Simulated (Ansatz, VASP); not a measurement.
## Re: VASP beside Ansatz

The input INCAR:

```
ALGO = Fast
EDIFF = 1E-6
ENCUT = 520
GGA = PE
ISIF = 2
ISMEAR = 0
LASPH = T
LCHARG = F
LREAL = F
LWAVE = F
NBANDS = 10
NELM = 60
PREC = Accurate
SIGMA = 0.15
```

File KPOINTS:

```
k-points
0
Gamma
  10 10 10
```

POSCAR

```
Re
1.0
    0.0000000000      2.1958033605      1.5313532636
    2.1958033605      0.0000000000      1.5313532636
    2.1958033605      2.1958033605      0.0000000000
Re
1
Direct
    0.0000000000      0.0000000000      0.0000000000
```

Input for Ansatz:

```yaml
crystal:
  lattice:
    - [0.0, 2.1958033605, 1.5313532636]
    - [2.1958033605, 0.0, 1.5313532636]
    - [2.1958033605, 2.1958033605, 0.0]
  atoms:
    - { symbol: Re, position: [0.0, 0.0, 0.0] }
basis:
  ecutwfc: 420
kpoints:
  mp_grid: { grid: [10, 10, 10] }
hamiltonian:
  xc: pbe
scf:
  occupations: { method: gaussian, width: 0.15 }
output:
  forces: true
  stress: true
  eigenvalues: true
```

Alike in both runs: task single point; functional PBE; k mesh 10 × 10 × 10; occupations gaussian, width 0.15 eV; no spin polarisation.

|  | VASP | Ansatz |
| --- | --- | --- |
| version | VASP 6.6.1 | Ansatz 0.2.0 |
| potentials or method | VASP PAW PBE potentials, release 64 (Re), cutoff 520 eV | scalar-relativistic, plane waves, PAW |
| valence electrons in the cell | 7 | 15 |

|  | VASP | Ansatz | Ansatz less VASP |
| --- | --- | --- | --- |
| gap on the k mesh at the Fermi level (eV) | none | none | - |
| pressure (GPa) | 7.5 | 7.9 | +0.43 |
| traceless stress, the component that is largest in VASP (GPa) | -0.39 | -0.34 | +0.046 |

A gap of «none» marks a metal or a gap that the smearing closes. With one functional, cell and mesh, what is left measures potentials, basis and numerics. VASP's potentials hold 7 valence electrons a cell and Ansatz's 15, so a difference there can come from the potentials and not from the codes.

Spin-orbit coupling is off throughout.
